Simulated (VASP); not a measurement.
# Cu: single point with PBEsol

Crystal: Cu.

```
CELL_PARAMETERS angstrom
2.41532 0.00000 0.00000
-1.20766 2.09173 0.00000
0.00000 0.00000 3.94443
ATOMIC_POSITIONS crystal
Cu 0.33333 0.66667 0.25000
Cu 0.66667 0.33333 0.75000
```

This isn't the form of Cu at room conditions, which is fcc.

```yaml
Program: VASP 6.6.1
Task: single point
Functional: PBEsol
Potentials_or_basis: VASP PAW PBE potentials, release 64 (Cu)
Cutoff: 520 eV
k_mesh: 24 × 24 × 12
Occupations: gaussian, width 0.15 eV
Spin: no spin polarisation
```

| Property | Result |
| --- | --- |
| Pressure | 29.8 GPa |
| Band gap on the k mesh | zero (bands 11 and 12 overlap by 6.69 eV) |

Stress tensor (GPa, compression positive):
```
29.49  0.00  0.00
 0.00 29.49  0.00
 0.00  0.00 30.45
```

Levels at points of the mesh, in eV from the Fermi level:
```tsv
k point	band 9	band 10	band 11	band 12	band 13	band 14
(0.00, 0.00, 0.00)	-2.88	-1.91	-1.91	-1.55	4.69	22.71
(0.50, 0.00, 0.00)	-1.73	-1.66	0.00	1.93	8.59	9.19
(0.00, 0.00, 0.50)	-2.20	-2.20	-2.20	-2.20	13.94	13.94
(0.50, 0.00, 0.50)	-1.71	-1.71	0.30	0.30	5.84	5.84
```

Run time: 75 s on 1 thread of Intel(R) Xeon(R) 6975P-C (Granite Rapids), on a shared host, peak memory 0.22 GiB.

Caveat: the cell stands under pressure; the PAW data sets were made with another functional, which shifts forces and pressure a little.
